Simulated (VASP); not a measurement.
Crystal: MnO.

```
CELL_PARAMETERS angstrom
0.00000 2.20898 2.20898
2.20898 0.00000 2.20898
2.20898 2.20898 0.00000
ATOMIC_POSITIONS crystal
Mn 0.00000 0.00000 0.00000
O 0.50000 0.50000 0.50000
```

This cell differs from its parent crystal: volume scaled by 0.98.

Base run:

```yaml
Program: VASP 6.6.1
Functional: PBEsol
Potentials_or_basis: VASP PAW PBE potentials, release 64 (Mn_pv, O)
Cutoff: 520 eV
k_mesh: 10 × 10 × 10
Occupations: fermi-dirac, width 0.05 eV
Spin: collinear spin, ferromagnetic start
Starting_moments: "[4.0, 0.0] μB"
```

Its results: pressure -5.5 GPa; net moment 4.69 μB per cell; site moments Mn +4.26; O +0.19 μB.

**Question.** After a change of settings the same cell gave: pressure 2.6 GPa; net moment 4.74 μB per cell; site moments Mn +4.31; O +0.20 μB. Which change was it?
A. functional from PBEsol to PBE
B. functional from PBEsol to LDA; potentials or basis from VASP PAW PBE potentials, release 64 (Mn_pv, O) to VASP PAW LDA potentials, release 64 (Mn_pv, O)
C. functional from PBEsol to r2SCAN

**Answer.** A.

PBE binds less tightly than PBEsol, so the same cell stands under more pressure.

Caveats: a cell with one magnetic atom can't hold antiferromagnetic order, which such compounds often take; the PAW data sets were made with another functional, which shifts forces and pressure a little (some runs).
